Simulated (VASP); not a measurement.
Runs of VASP 6.6.1 on Mg. The structure is that of space group P6_3/mmc (No. 194), or close to it. The cells are those of the table. 

| task | cell | gap on the mesh (eV) | pressure (GPa) |
| --- | --- | --- | --- |
| electric field gradients | a = 3.231, b = 3.231, c = 5.245 Å, angles 90.0, 90.0, 120.0°, 2 atoms | none | -1.2 |
| electric field gradients | a = 3.209, b = 3.209, c = 5.210 Å, angles 90.0, 90.0, 120.0°, 2 atoms | none | (a) |
| electric field gradients | a = 3.272, b = 3.272, c = 5.313 Å, angles 90.0, 90.0, 120.0°, 2 atoms | none | -2.4 |
| single point | a = 3.272, b = 3.272, c = 5.313 Å, angles 90.0, 90.0, 120.0°, 2 atoms | none | -2.4 |
| electric field gradients | a = 3.188, b = 3.188, c = 5.175 Å, angles 90.0, 90.0, 120.0°, 2 atoms | none | 0.1 |
| single point | a = 3.144, b = 3.144, c = 5.105 Å, angles 90.0, 90.0, 120.0°, 2 atoms | none | 1.8 |
| single point | a = 3.188, b = 3.188, c = 5.175 Å, angles 90.0, 90.0, 120.0°, 2 atoms | none | 0.1 |

Alike in all rows: level PBE; potentials or basis VASP PAW PBE potentials, release 64 (Mg); no spin polarisation; k mesh 12 × 12 × 7; cutoff (eV) 520; smearing fermi-dirac 0.05 eV.

**Question.** Fill in the values left out.

**Answer.** (a) -0.6.

A gap of «none» marks levels without a gap at the run's occupations.
